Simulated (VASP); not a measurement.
## Be7Te: relaxation of cell and atoms with PBE

The system is Be7Te.

```
Be Te
1.0
     5.42758    0.00000    0.00000
    -2.71379    4.70042    0.00000
     0.00000    0.00000    3.59679
Be Te
7 1
Direct
  0.96075 0.48038 0.00000
  0.51962 0.03925 0.00000
  0.51962 0.48038 0.00000
  0.20818 0.79182 0.50000
  0.20818 0.41636 0.50000
  0.58364 0.79182 0.50000
  0.66667 0.33333 0.50000
  0.00000 0.00000 0.00000
```

| Quantity | Value |
| --- | --- |
| Program | VASP 6.6.1 |
| Task | relaxation of cell and atoms |
| Functional | PBE |
| Potentials or basis | VASP PAW PBE potentials, release 64 (Be, Te) |
| Cutoff | 600 eV |
| k mesh | 12 × 12 × 10 |
| Occupations | gaussian, width 0.1 eV |
| Spin | no spin polarisation |
| Dipole correction | no |
| Further INCAR settings | ALGO = Fast; EDIFF = 1e-07; IBRION = 2; EDIFFG = -0.01; NSW = 100; ISIF = 3 |

```json
{
 "Relaxed volume": "11.49 Å³/atom",
 "Relaxed cell": "a = 5.427 Å, b = 5.427 Å, c = 3.602 Å, α = 90.00°, β = 90.00°, γ = 120.00°",
 "Space group after relaxing (to 0.05 Å)": "P-6m2 (No. 187)",
 "Energy gained by relaxing": "0.2 meV/atom",
 "Ionic steps": "4",
 "Pressure after relaxing": "0.0 GPa",
 "Band gap on the k mesh": "zero (band 10 reaches 8.71 eV, above the bottom of band 11 at 6.00 eV)"
}
```

Stress tensor (GPa, compression positive):
```
-0.08  0.00  0.00
 0.00 -0.08  0.00
 0.00  0.00  0.05
```

Step by step:
```csv
step,energy change (eV),largest force (eV/Å),pressure (GPa),volume (Å³)
1,0.0000,0.1029,0.18,91.76
2,-0.0011,0.0284,-0.04,91.94
3,-0.0011,0.0049,-0.12,91.99
4,-0.0013,0.0009,-0.04,91.89
```

Final structure:
```
CELL_PARAMETERS angstrom
5.42744 0.00000 0.00000
-2.71372 4.70030 0.00000
0.00000 0.00000 3.60209
ATOMIC_POSITIONS crystal
Be 0.96065 0.48032 0.00000
Be 0.51968 0.03935 0.00000
Be 0.51968 0.48032 0.00000
Be 0.20740 0.79260 0.50000
Be 0.20740 0.41480 0.50000
Be 0.58520 0.79260 0.50000
Be 0.66667 0.33333 0.50000
Te 0.00000 0.00000 0.00000
```

Levels at points of the mesh, in eV from the Fermi level:
| k point | band 6 | band 7 | band 8 | band 9 | band 10 | band 11 | band 12 | band 13 | band 14 | band 15 |
| --- | --- | --- | --- | --- | --- | --- | --- | --- | --- | --- |
| (0.00, 0.00, 0.00) | -4.50 | -4.50 | -3.58 | 0.88 | 0.99 | 2.74 | 2.74 | 3.29 | 3.77 | 4.02 |
| (0.50, 0.00, 0.00) | -2.50 | -1.92 | -1.59 | -1.28 | -0.42 | 0.17 | 0.94 | 1.55 | 2.13 | 2.46 |
| (0.00, 0.00, 0.50) | -4.72 | -3.49 | -3.39 | -3.39 | -1.24 | -1.03 | -1.03 | -0.78 | -0.78 | 6.02 |
| (0.50, 0.00, 0.50) | -4.89 | -4.49 | -3.85 | -0.62 | 0.37 | 0.61 | 0.85 | 1.28 | 2.62 | 2.85 |

It took 4.4 min on 1 thread of Intel(R) Xeon(R) 6975P-C (Granite Rapids), on a shared host, peak memory 0.39 GiB.

Caveat: spin-orbit coupling is left out, which moves the levels of the heavy elements.
